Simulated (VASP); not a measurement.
Crystal: NaH.

```
Na H
1.0
     0.00000    2.39751    2.39751
     2.39751    0.00000    2.39751
     2.39751    2.39751    0.00000
Na H
1 1
Direct
  0.00000 0.00000 0.00000
  0.50000 0.50000 0.50000
```

Base run:

```yaml
Program: VASP 6.6.1
Functional: r2SCAN
Potentials_or_basis: VASP PAW PBE potentials, release 64 (Na_pv, H)
Cutoff: 520 eV
k_mesh: 10 × 10 × 10
Occupations: gaussian, width 0.01 eV
Spin: no spin polarisation
```

Its results: band gap on the k mesh 4.43 eV (least direct gap 5.26 eV); pressure -0.3 GPa.

Task: The run is repeated on the same cell with these changes: functional from r2SCAN to PBE; occupations from gaussian, width 0.01 eV to fermi-dirac, width 0.02 eV. What comes out?

Result: Band gap on the k mesh 3.82 eV (least direct gap 4.67 eV); pressure 0.5 GPa.

Caveats: the PAW data sets were made with another functional, which shifts forces and pressure a little (at least some runs).

A k mesh can miss the band edges.
